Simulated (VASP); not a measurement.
The system is Na3AsF6.

```
CELL_PARAMETERS angstrom
0.00000 4.25183 4.25183
4.25183 0.00000 4.25183
4.25183 4.25183 0.00000
ATOMIC_POSITIONS crystal
Na 0.75000 0.75000 0.75000
Na 0.25000 0.25000 0.25000
Na 0.50000 0.50000 0.50000
As 0.00000 0.00000 0.00000
F 0.75893 0.24107 0.24107
F 0.24107 0.24107 0.75893
F 0.24107 0.75893 0.75893
F 0.24107 0.75893 0.24107
F 0.75893 0.24107 0.75893
F 0.75893 0.75893 0.24107
```

* Program: VASP 6.6.1
* Task: relaxation of cell and atoms
* Functional: PBEsol
* Potentials or basis: VASP PAW PBE potentials, release 64 (Na_pv, As, F)
* Cutoff: 600 eV
* k mesh: 6 × 6 × 6
* Occupations: gaussian, width 0.02 eV
* Spin: no spin polarisation

At the start: pressure -2.1 GPa; volume 15.37 Å³/atom.

Problem. How do energy, volume and symmetry change on relaxing?

Solution. Over 5 steps the energy falls by 3.9 meV/atom and the volume is 14.75 Å³/atom (-4.1 %); space group Fm-3m (No. 225, to 0.1 Å) before and after.

Step by step:
```
step  energy change (eV)  largest force (eV/Å)  pressure (GPa)  volume (Å³)
   1              0.0000                0.1828           -2.09       153.73
   2             -0.0307                0.1827           -0.07       149.31
   3             -0.0310                0.1442           -0.28       149.75
   4             -0.0364                0.0803           -0.16       148.75
   5             -0.0387                0.0035            0.01       147.49
```

Final structure:
```
Na As F
1.0
     0.00000    4.19352    4.19352
     4.19352    0.00000    4.19352
     4.19352    4.19352    0.00000
Na As F
3 1 6
Direct
  0.75000 0.75000 0.75000
  0.25000 0.25000 0.25000
  0.50000 0.50000 0.50000
  0.00000 0.00000 0.00000
  0.75827 0.24173 0.24173
  0.24173 0.24173 0.75827
  0.24173 0.75827 0.75827
  0.24173 0.75827 0.24173
  0.75827 0.24173 0.75827
  0.75827 0.75827 0.24173
```

Caveat: the PAW data sets were made with another functional, which shifts forces and pressure a little.
